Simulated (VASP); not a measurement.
# Cu2NiO3 (P6/mmm) in VASP: further runs

The runs below take Cu2NiO3 through single point, relaxation of cell and atoms, with PBE.

Program: VASP 6.6.1. These are calculated values, not measurements. Logs are shortened: lines on timing, memory, paths and dates and some standing lists are left out, and cuts for length are marked.

**1. The cell of the first run**

It takes space group P6/mmm (No. 191, hexagonal). The conventional cell has a = 5.256 Å, b = 5.256 Å, c = 2.698 Å, α = 90.00°, β = 90.00°, γ = 120.00°. Cu (site symmetry -6m2) has 6 O at 2.03 Å and 2 Cu at 2.70 Å within 2.7 Å. Ni (site symmetry 6/mmm) has 2 Ni at 2.70 Å and 12 O at 2.95 Å and 6 Cu at 3.03 Å within 3.6 Å. Within 2.7 Å of O (site symmetry mmm) lie 4 Cu at 2.03 Å and 6 O at 2.63 to 2.70 Å.

The cell was built from a structure type or drawn by symmetry, and may not be a known phase.

**2. Single point, PBE, collinear spin, ferromagnetic start**

INCAR reads:

```
  PREC = Accurate
  ENCUT = 700
  EDIFF = 1E-6
  ISMEAR = 0
  SIGMA = 0.1
  LREAL = F
  LASPH = T
  NELM = 200
  ALGO = Normal
  ISIF = 2
  LWAVE = F
  LCHARG = T
  ISPIN = 2
  MAGMOM = 0.42 0.42 1.19 0.29 0.29 0.29
  LORBIT = 11
  LMAXMIX = 4
  GGA = PE
  LELF = T
  LVHAR = T
  NBANDS = 50
  GGA_COMPAT = F
```

KPOINTS reads:

```
Automatic mesh
0
Gamma
  6 6 6
```

POSCAR reads:

```
Cu2NiO3
1.0
    5.2555166835      0.0000000000      0.0000000000
   -2.6277583417      4.5514109579      0.0000000000
    0.0000000000      0.0000000000      2.6979088576
Cu Ni O
2 1 3
Direct
    0.3333333333      0.6666666667      0.0000000000
    0.6666666667      0.3333333333      0.0000000000
    0.0000000000      0.0000000000      0.0000000000
    0.5000000000      0.0000000000      0.5000000000
    0.0000000000      0.5000000000      0.5000000000
    0.5000000000      0.5000000000      0.5000000000
```

Potentials or basis: VASP PAW PBE potentials, release 64 (Cu_sv_GW, Ni_sv_GW, O).

Started as:

```
$ cat potpaw_PBE.64/Cu_sv_GW/POTCAR potpaw_PBE.64/Ni_sv_GW/POTCAR potpaw_PBE.64/O/POTCAR > POTCAR
$ mpirun -np 1 vasp_std > vasp.out
```

OUTCAR:

```text
PREC = Accurate
   ENCUT = 700
   EDIFF = 1E-6
   ISMEAR = 0
   LREAL = F
   LASPH = T
   NELM = 200
   ISIF = 2
   ISPIN = 2
   LORBIT = 11
   GGA = PE

 ion  position               nearest neighbor table
   1  0.333  0.667  0.000-   4 2.03   4 2.03   5 2.03   5 2.03   6 2.03   6 2.03
   2  0.667  0.333  0.000-   4 2.03   4 2.03   5 2.03   5 2.03   6 2.03   6 2.03
   3  0.000  0.000  0.000-
   4  0.500  0.000  0.500-   1 2.03   2 2.03   1 2.03   2 2.03
   5  0.000  0.500  0.500-   1 2.03   2 2.03   1 2.03   2 2.03
   6  0.500  0.500  0.500-   1 2.03   2 2.03   1 2.03   2 2.03

  LATTYP: Found a hexagonal cell.
 ALAT       =     5.2555166835
 C/A-ratio  =     0.5133479770

  Lattice vectors:

 A1 = (   5.2555166835,   0.0000000000,   0.0000000000)
 A2 = (  -2.6277583417,   4.5514109579,   0.0000000000)
 A3 = (   0.0000000000,   0.0000000000,   2.6979088576)

Analysis of symmetry for initial positions (statically):
=====================================================================
 Subroutine PRICEL returns:
 Original cell was already a primitive cell.

 Routine SETGRP: Setting up the symmetry group for a
 hexagonal supercell.

 Subroutine GETGRP returns: Found 24 space group operations
 (whereof 24 operations were pure point group operations)
 out of a pool of 24 trial point group operations.

The static configuration has the point symmetry D_6h.

Analysis of symmetry for dynamics (positions and initial velocities):
=====================================================================
 Subroutine PRICEL returns:
 Original cell was already a primitive cell.

 Routine SETGRP: Setting up the symmetry group for a
 hexagonal supercell.

 Subroutine GETGRP returns: Found 24 space group operations
 (whereof 24 operations were pure point group operations)
 out of a pool of 24 trial point group operations.

The dynamic configuration has the point symmetry D_6h.

Analysis of structural, dynamic, and magnetic symmetry:
=====================================================================
 Subroutine PRICEL returns:
 Original cell was already a primitive cell.

 Routine SETGRP: Setting up the symmetry group for a
 hexagonal supercell.

 Subroutine GETGRP returns: Found 24 space group operations
 (whereof 24 operations were pure point group operations)
 out of a pool of 24 trial point group operations.

The overall configuration has the point symmetry D_6h.

 Subroutine INISYM returns: Found 24 space group operations
 (whereof 24 operations are pure point group operations),
 and found     1 'primitive' translations

----------------------------------------------------------------------------------------

                                     Primitive cell

  volume of cell :      64.5340

  direct lattice vectors                    reciprocal lattice vectors
     5.255516683  0.000000000  0.000000000     0.190276249  0.109856043  0.000000000
    -2.627758342  4.551410958  0.000000000     0.000000000  0.219712087  0.000000000
     0.000000000  0.000000000  2.697908858     0.000000000  0.000000000  0.370657444

  length of vectors
     5.255516683  5.255516683  2.697908858     0.219712087  0.219712087  0.370657444

  position of ions in fractional coordinates (direct lattice)
     0.333333333  0.666666667  0.000000000
     0.666666667  0.333333333  0.000000000
     0.000000000  0.000000000  0.000000000
     0.500000000  0.000000000  0.500000000
     0.000000000  0.500000000  0.500000000
     0.500000000  0.500000000  0.500000000

  ion indices of the primitive-cell ions
   primitive index   ion index
                 1           1
                 2           2
                 3           3
                 4           4
                 5           5
                 6           6

----------------------------------------------------------------------------------------

 KPOINTS: Automatic mesh

Automatic generation of k-mesh.
 Grid dimensions read from file:
 generate k-points for:    6    6    6

 Generating k-lattice:

  Cartesian coordinates                     Fractional coordinates (reciprocal lattice)
     0.031712708  0.018309341  0.000000000     0.166666667  0.000000000  0.000000000
     0.000000000  0.036618681  0.000000000     0.000000000  0.166666667  0.000000000
     0.000000000  0.000000000  0.061776241     0.000000000  0.000000000  0.166666667

  Length of vectors
     0.036618681  0.036618681  0.061776241

  Shift w.r.t. Gamma in fractional coordinates (k-lattice)
     0.000000000  0.000000000  0.000000000

 Subroutine IBZKPT returns following result:
 ===========================================

 Found     28 irreducible k-points:

 Following reciprocal coordinates:
            Coordinates               Weight
  0.000000  0.000000  0.000000      1.000000
  0.166667  0.000000  0.000000      6.000000
  0.333333  0.000000  0.000000      6.000000
  0.500000  0.000000  0.000000      3.000000
  0.166667  0.166667  0.000000      6.000000
  0.333333  0.166667  0.000000     12.000000
[... 16 lines left out ...]
  0.166667  0.000000  0.500000      6.000000
  0.333333  0.000000  0.500000      6.000000
 [... further k-points ...]
   k-points           NKPTS =     28   k-points in BZ     NKDIM =     28   number of bands    NBANDS=     50
   number of dos      NEDOS =    301   number of ions     NIONS =      6
   total plane-waves  NPLWV =  55296
   dimension x,y,z NGX =    48 NGY =   48 NGZ =   24
   dimension x,y,z NGXF=    96 NGYF=   96 NGZF=   48
   ions per type =               2   1   3
   NGX,Y,Z   is equivalent  to a cutoff of  15.18, 15.18, 14.79 a.u.
   NGXF,Y,Z  is equivalent  to a cutoff of  30.37, 30.37, 29.58 a.u.
 SYSTEM =  unknown system
   PREC   = accura    normal or accurate (medium, high low for compatibility)
   ISTART =      0    job   : 0-new  1-cont  2-samecut
   ICHARG =      2    charge: 1-file 2-atom 10-const
   ISPIN  =      2    spin polarized calculation?
   LNONCOLLINEAR =      F non collinear calculations
   LSORBIT =      F    spin-orbit coupling
   LASPH  =      T    aspherical Exc in radial PAW
   ENCUT  =  700.0 eV  51.45 Ry    7.17 a.u.  11.34 11.34  5.82*2*pi/ulx,y,z
   NELM   =    200;   NELMIN=  2; NELMDL= -5     # of ELM steps
   EDIFF  = 0.1E-05   stopping-criterion for ELM
   LREAL  =      F    real-space projection
   EDIFFG = 0.1E-04   stopping-criterion for IOM
   NSW    =      0    number of steps for IOM
   IBRION =     -1    ionic relax: 0-MD 1-quasi-New 2-CG
   NFREE  =      0    steps in history (QN), initial steepest desc. (CG)
   ISIF   =      2    stress and relaxation
   ISYM   =      2    0-nonsym 1-usesym 2-fastsym
   POTIM  = 0.5000    time-step for ionic-motion
   TEBEG  =    0.0;   TEEND  =   0.0 temperature during run
   PSTRESS=    0.0 pullay stress
   NELECT =      74.0000    total number of electrons
   NUPDOWN=      -1.0000    fix difference up-down
   EMIN   =  10.00;   EMAX   =-10.00  energy-range for DOS
   EFERMI =   0.00;   METHOD = LEGACY
   ISMEAR =     0;   SIGMA  =   0.10  broadening in eV -4-tet -1-fermi 0-gaus
   EFERMI_NEDOS =   21; number of points for ismear=-14 and -15
   IALGO  =     38    algorithm
   IMIX   =      4    mixing-type and parameters
     AMIX     =   0.40;   BMIX     =  1.00
     AMIX_MAG =   1.60;   BMIX_MAG =  1.00
  volume/ion in A,a.u.               =      10.76        72.58
  Fermi-wavevector in a.u.,A,eV,Ry     =   1.713520  3.238083 39.948753  2.936150
  Thomas-Fermi vector in A             =   2.791248
   LORBIT       =     11    0 simple, 1 ext, 2 COOP (PROOUT), +10 PAW based schemes
   GGA     = PE    functional components
   LHFCALC =     F    Hartree Fock is set to
   AEXX    =    0.0000 exact exchange contribution
   IVDW    =     0    specifies the selected vdW correction
   LEPSILON=     F    determine dielectric tensor
   LRPA    =     F    only Hartree local field effects (RPA)
 spin polarized calculation
 Gauss-broadening in eV      SIGMA  =   0.10
  energy-cutoff  :      700.00
  volume of cell :       64.53
 maximum number of plane-waves:      2735
 NGX is ok and might be reduce to    48
   NGX = 23   NGY = 23   NGZ = 11

 number of electron      73.9999986 magnetization       1.4909878

 Free energy of the ion-electron system (eV)
  ---------------------------------------------------
  ext. energy  EPLUGINS =         0.00000000
  ---------------------------------------------------
  free energy    TOTEN  =       -27.77790988 eV

  energy without entropy =      -27.73455126  energy(sigma->0) =      -27.75623057

 E-fermi :   4.6771     XC(G=0): -12.0027

 val. band max:        4.6759919151   @ k =   0.0000   0.0000   0.1667
 cond. band min:       4.6855865046   @ k =   0.1667   0.1667   0.3333
 fundamental gap:      0.0095945895
 Fermi energy:         4.6770869408

 spin component 1

 k-point     1 :       0.0000    0.0000    0.0000
  band No.  band energies     occupation
      1    -107.9764      1.00000
      2    -107.9751      1.00000
      3     -98.3975      1.00000
      4     -65.4910      1.00000
      5     -65.4898      1.00000
      6     -65.2769      1.00000
[... 41 lines left out ...]
     48      22.3364      0.00000
     49      22.3433      0.00000

 k-point     2 :       0.1667    0.0000    0.0000
  band No.  band energies     occupation
      1    -107.9759      1.00000
      2    -107.9751      1.00000
      3     -98.3974      1.00000
      4     -65.4907      1.00000
      5     -65.4897      1.00000
      6     -65.2770      1.00000
[... 1136 lines left out ...]
 k-point    24 :       0.3333    0.0000    0.5000
  band No.  band energies     occupation
      1    -107.9737      1.00000
      2    -107.9731      1.00000
      3     -98.3938      1.00000
      4     -65.5214      1.00000
      5     -65.5203      1.00000
      6     -65.2742      1.00000
[... 41 lines left out ...]
     48      18.4405      0.00000
     49      18.9908      0.00000

 [... further k-points ...]

 spin component 2

 k-point     1 :       0.0000    0.0000    0.0000
  band No.  band energies     occupation
      1    -107.8516      1.00000
      2    -107.8504      1.00000
      3     -97.1365      1.00000
      4     -65.3793      1.00000
      5     -65.3781      1.00000
      6     -65.1512      1.00000
[... 41 lines left out ...]
     48      22.3506      0.00000
     49      22.3520      0.00000

 k-point     2 :       0.1667    0.0000    0.0000
  band No.  band energies     occupation
      1    -107.8512      1.00000
      2    -107.8503      1.00000
      3     -97.1364      1.00000
      4     -65.3791      1.00000
      5     -65.3780      1.00000
      6     -65.1513      1.00000
[... 1136 lines left out ...]
 k-point    24 :       0.3333    0.0000    0.5000
  band No.  band energies     occupation
      1    -107.8490      1.00000
      2    -107.8483      1.00000
      3     -97.1326      1.00000
      4     -65.4099      1.00000
      5     -65.4088      1.00000
      6     -65.1485      1.00000
[... 41 lines left out ...]
     48      18.4763      0.00000
     49      19.0413      0.00000

 [... further k-points ...]

 [bands above 49 left out]

------------------------ aborting loop because EDIFF is reached ----------------------------------------

  FORCE on cell =-STRESS in cart. coord.  units (eV):
  Direction    XX          YY          ZZ          XY          YZ          ZX
  --------------------------------------------------------------------------------------
  -------------------------------------------------------------------------------------
  Total       -1.0717109     -1.0717109     -0.9314894     -0.0000000      0.0000000     -0.0000000
  in kB      -26.6072203    -26.6072202    -23.1259599     -0.0000000      0.0000000     -0.0000000
  external PRESSURE =     -25.4468001 kB  Pullay stress =       0.0000000 kB

 VOLUME and BASIS-vectors are now :
 -----------------------------------------------------------------------------
  energy-cutoff  :      700.00
  volume of cell :       64.53
      direct lattice vectors                 reciprocal lattice vectors
     5.255516683  0.000000000  0.000000000     0.190276249  0.109856043  0.000000000
    -2.627758342  4.551410958  0.000000000     0.000000000  0.219712087  0.000000000
     0.000000000  0.000000000  2.697908858     0.000000000  0.000000000  0.370657444

 POSITION                                       TOTAL-FORCE (eV/Angst)
 -----------------------------------------------------------------------------------
     -0.00000      3.03427      0.00000        -0.000000      0.000000      0.000000
      2.62776      1.51714      0.00000         0.000000     -0.000000      0.000000
      0.00000      0.00000      0.00000        -0.000000      0.000000      0.000000
      2.62776      0.00000      1.34895        -0.000000      0.000000      0.000000
     -1.31388      2.27571      1.34895         0.000000      0.000000      0.000000
      1.31388      2.27571      1.34895         0.000000      0.000000      0.000000
 -----------------------------------------------------------------------------------
    total drift:                               -0.000000      0.000000      0.000000

  FREE ENERGIE OF THE ION-ELECTRON SYSTEM (eV)
  ---------------------------------------------------
  free  energy   TOTEN  =       -27.7779098843 eV

  energy  without entropy=      -27.7345512565  energy(sigma->0) =      -27.75623057

 total charge

# of ion       s       p       d       f       tot
--------------------------------------------------
    1        2.222   6.404   8.810   0.013  17.449
    2        2.222   6.404   8.810   0.013  17.449
    3        2.114   6.044   7.945   0.001  16.104
    4        1.590   3.312   0.000   0.000   4.902
    5        1.590   3.312   0.000   0.000   4.902
    6        1.590   3.312   0.000   0.000   4.902
--------------------------------------------------
tot         11.327  28.789  25.566   0.027  65.708

 magnetization (x)

# of ion       s       p       d       f       tot
--------------------------------------------------
    1       -0.001  -0.000   0.096   0.000   0.095
    2       -0.001  -0.000   0.096   0.000   0.095
    3       -0.001  -0.002   1.067   0.000   1.064
    4        0.001   0.074   0.000   0.000   0.075
    5        0.001   0.074   0.000   0.000   0.075
    6        0.001   0.074   0.000   0.000   0.075
--------------------------------------------------
tot          0.001   0.219   1.259   0.000   1.479
```

Run time: 10 min. Hardware: 1 thread of Intel Xeon 6975P-C (Granite Rapids), shared host; peak memory 0.45 GiB.

What came out:

```
Free energy                                           : -27.7779 eV
Pressure                                              : -2.5 GPa
Net moment                                            : 1.49 μB per cell
Site moments                                          : Cu +0.10; Ni +1.06; O +0.07 μB
Valence electrons inside the program's atomic spheres : Cu 17.45; Ni 16.10; O 4.90
```

Stress tensor (GPa, compression positive):
```
-2.66  0.00  0.00
 0.00 -2.66  0.00
 0.00  0.00 -2.31
```

Caveat: the k points lie up to 0.39 Å⁻¹ apart; semilocal functionals often make such compounds metallic where correlation or magnetic order opens a gap, which also shifts bond lengths.

**3. Single point, PBE, collinear spin, ferromagnetic start**

INCAR reads:

```
PREC = Accurate
ENCUT = 700
EDIFF = 1E-6
ISMEAR = 0
SIGMA = 0.1
LREAL = False
LASPH = True
NELM = 200
ALGO = Normal
ISIF = 2
LWAVE = False
LCHARG = False
ISPIN = 2
MAGMOM = 1 1 2 0 0 0
LORBIT = 11
LMAXMIX = 4
GGA = PE
NBANDS = 50
GGA_COMPAT = False
```

KPOINTS reads:

```
Automatic mesh
0
Gamma
  6 6 4
```

POSCAR is that of step 2.

Potentials or basis: VASP PAW PBE potentials, release 64 (Cu_sv_GW, Ni_sv_GW, O).

Started as:

```
$ cat potpaw_PBE.64/Cu_sv_GW/POTCAR potpaw_PBE.64/Ni_sv_GW/POTCAR potpaw_PBE.64/O/POTCAR > POTCAR
$ mpirun -np 1 vasp_std > vasp.out
```

Wall time 6.6 min (1 thread of Intel Xeon 6975P-C (Granite Rapids), shared host); peak memory 0.42 GiB.

Results (log left out):

```
Free energy                                           : -27.7170 eV
Pressure                                              : -1.9 GPa
Net moment                                            : 2.64 μB per cell
Site moments                                          : Cu +0.39; Ni +1.08; O +0.25 μB
Valence electrons inside the program's atomic spheres : Cu 17.45; Ni 16.10; O 4.90
```

Stress tensor (GPa, compression positive):
```
-1.77  0.00  0.00
 0.00 -1.77  0.00
 0.00  0.00 -2.04
```

Levels at points of the mesh, in eV from the Fermi level:
Spin up:
| k point | band 34 | band 35 | band 36 | band 37 | band 38 | band 39 | band 40 | band 41 | band 42 | band 43 |
| --- | --- | --- | --- | --- | --- | --- | --- | --- | --- | --- |
| (0.00, 0.00, 0.00) | -0.99 | -0.99 | -0.88 | -0.34 | -0.34 | 0.42 | 0.42 | 5.91 | 7.21 | 7.21 |
| (0.50, 0.00, 0.00) | -1.18 | -0.99 | -0.83 | -0.56 | -0.29 | 0.42 | 1.32 | 3.76 | 5.92 | 8.44 |
| (0.00, 0.00, 0.50) | -1.02 | -1.02 | -0.89 | -0.89 | 0.84 | 0.84 | 3.65 | 4.86 | 6.20 | 6.24 |
| (0.50, 0.00, 0.50) | -1.35 | -1.17 | -0.94 | -0.88 | -0.53 | 0.84 | 4.12 | 4.82 | 7.42 | 7.60 |
Spin down:
```
           k point  band 33  band 34  band 35  band 36  band 37  band 38  band 39  band 40
(0.00, 0.00, 0.00)    -0.41    -0.26    -0.04    -0.04     0.13     0.13     1.00     1.00
(0.50, 0.00, 0.00)    -0.35    -0.24    -0.04     0.05     0.15     0.26     1.00     1.76
(0.00, 0.00, 0.50)    -0.23    -0.23     0.07     0.07     0.25     1.48     1.48     3.50
(0.50, 0.00, 0.50)    -0.62    -0.25    -0.24    -0.17     0.05     0.30     1.47     4.48
```

Caveat: the k points lie up to 0.58 Å⁻¹ apart; semilocal functionals often make such compounds metallic where correlation or magnetic order opens a gap, which also shifts bond lengths. With open d or f shells a metallic result of PBE can be an artefact of self-interaction; +U or a hybrid may open a gap.

(Part 1 of 2 ends here.)
